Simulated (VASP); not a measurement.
MgO: single point with PBE

MgO:

```
CELL_PARAMETERS angstrom
3.56234 0.00000 0.00000
-1.78117 3.08508 0.00000
0.00000 0.00000 4.14060
ATOMIC_POSITIONS crystal
Mg 0.67508 0.33333 0.75000
Mg 0.34175 0.66667 0.25000
O 0.65389 0.33333 0.25000
O 0.32055 0.66667 0.75000
```

This cell differs from its parent crystal: mode 8 frozen in at -0.045 Å, strain +e along z and -e/2 along x and y -0.0233.

```yaml
Program: VASP 6.6.1
Task: single point
Functional: PBE
Potentials_or_basis: VASP PAW PBE potentials, release 64 (Mg, O)
Cutoff: 520 eV
k_mesh: 9 × 9 × 6
Occupations: gaussian, width 0.05 eV
Spin: no spin polarisation
Dipole_correction: no
Further_INCAR_settings: ALGO = Normal; EDIFF = 1e-06; NBANDS = 16
```

```
Pressure               : 0.3 GPa
Largest force          : 0.544 eV/Å
Band gap on the k mesh : 3.31 eV, direct
```

Forces on the atoms (eV/Å):
```
Mg  -0.539 -0.067  0.000
Mg  -0.539  0.067  0.000
O    0.539 -0.069  0.000
O    0.539  0.069  0.000
```

Stress tensor (GPa, compression positive):
```
-1.04  0.00  0.00
 0.00 -1.56  0.00
 0.00  0.00  3.56
```

Levels at points of the mesh, in eV from the valence-band top:
| k point | band 4 | band 5 | band 6 | band 7 | band 8 | band 9 | band 10 | band 11 | band 12 | band 13 |
| --- | --- | --- | --- | --- | --- | --- | --- | --- | --- | --- |
| (0.00, 0.00, 0.00) | -1.67 | -1.67 | -0.67 | -0.67 | 0.00 | 3.31 | 9.35 | 12.17 | 12.18 | 12.31 |
| (0.00, 0.00, 0.50) | -2.34 | -1.26 | -1.26 | -1.12 | -1.12 | 6.36 | 6.36 | 12.46 | 12.46 | 12.58 |

Wall time 110 s on 1 thread of Intel Xeon 8259CL (shared host), peak memory 0.21 GiB.

Caveat: the cell differs from its parent crystal (mode 8 frozen in at -0.045 Å, strain +e along z and -e/2 along x and y -0.0233).
